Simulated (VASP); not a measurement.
A run of VASP 6.6.1 is set up as follows.

INCAR

```
SYSTEM = BaTe
PREC = Accurate
ENCUT = 520
EDIFF = 1E-6
ISMEAR = 0
SIGMA = 0.02
LREAL = .False.
LASPH = .True.
NELM = 100
ALGO = Normal
ISIF = 2
LWAVE = .False.
LCHARG = .False.
GGA = PE
NBANDS = 15
```

The input KPOINTS:

```
Automatic mesh
0
Gamma
  8 8 8
  0 0 0
```

File POSCAR:

```
BaTe
1.0
    0.0000000000      3.5322559688      3.5322559688
    3.5322559688      0.0000000000      3.5322559688
    3.5322559688      3.5322559688      0.0000000000
Ba Te
1 1
Direct
    0.0000000000      0.0000000000      0.0000000000
    0.5000000000      0.5000000000      0.5000000000
```

Potentials or basis: VASP PAW PBE potentials, release 64 (Ba_sv, Te).

Launch:

```console
$ cat potpaw_PBE.64/Ba_sv/POTCAR potpaw_PBE.64/Te/POTCAR > POTCAR
$ mpirun -np 1 vasp_std > vasp.out
```

**Question.** Estimate the band gap on the k mesh.

**Answer.** 1.58 eV (least direct gap 1.96 eV).

**Question.** What does it give for the pressure?

**Answer.** 0.3 GPa.

Caveat: spin-orbit coupling is left out, which moves the levels of the heavy elements. A k mesh can miss the band edges.
